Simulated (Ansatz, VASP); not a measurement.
NbZn3: VASP beside Ansatz

```
CELL_PARAMETERS angstrom
3.97334 0.00000 0.00000
0.00000 3.97334 0.00000
0.00000 0.00000 3.93400
ATOMIC_POSITIONS crystal
Nb 0.00000 0.00000 0.00000
Zn 0.00000 0.50000 0.50000
Zn 0.50000 0.00000 0.50000
Zn 0.50000 0.50000 0.00000
```

Change from the starting cell: equal xx and yy strain of +1 %, crystal datasets.

Alike in both runs: task electric field gradients; functional PBEsol; k mesh 10 × 10 × 10; occupations fermi-dirac, width 0.05 eV; no spin polarisation.

```csv
,VASP,Ansatz
version,VASP 6.6.1,Ansatz 0.2.0
potentials or method,"VASP PAW PBE potentials, release 64 (Nb_sv, Zn), cutoff 520 eV","all-electron PAW with datasets made for the crystal, scalar-relativistic"
```

```csv
,VASP,Ansatz,Ansatz less VASP
pressure (GPa),-7.3,-7.6,-0.27
"traceless stress, the component that is largest in VASP (GPa)",0.72,0.72,-0.005
size of Vzz on the site where it differs most (V/Å²),59.8,63.1,+3.27
```

VASP's potentials were made for PBE, not for PBEsol. Ansatz ran all-electron here, and VASP with PAW potentials.
